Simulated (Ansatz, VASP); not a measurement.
## TlOs3 in VASP and in Ansatz

```
CELL_PARAMETERS angstrom
4.01896 0.00000 0.00000
0.00000 4.01896 0.00000
0.00000 0.00000 4.01896
ATOMIC_POSITIONS crystal
Tl 0.00000 0.00000 0.00000
Os 0.00000 0.50000 0.50000
Os 0.50000 0.00000 0.50000
Os 0.50000 0.50000 0.00000
```

Alike in both runs: functional PBE; k mesh 4 × 4 × 4; occupations gaussian, width 0.1 eV; no spin polarisation.

Ansatz relaxed the structure, and its values are those at the end. VASP's run is a single point on that final structure, the one shown.

|  | VASP | Ansatz |
| --- | --- | --- |
| version | VASP 6.6.1 | Ansatz 0.2.0 |
| potentials or method | VASP PAW PBE potentials, release 64 (Tl_d, Os), cutoff 520 eV | scalar-relativistic, plane waves, PAW |
| valence electrons in the cell | 37 | 61 |

```csv
,VASP,Ansatz,Ansatz less VASP
gap on the k mesh at the Fermi level (eV),none,none,-
pressure (GPa),0.0,0.0,+0.01
```

A gap of «none» marks a metal or a gap that the smearing closes. VASP's potentials hold 37 valence electrons a cell and Ansatz's 61, so a difference there can come from the potentials and not from the codes.

The k mesh is coarse, so the values compare programs but aren't converged. Neither program's run includes spin-orbit coupling.
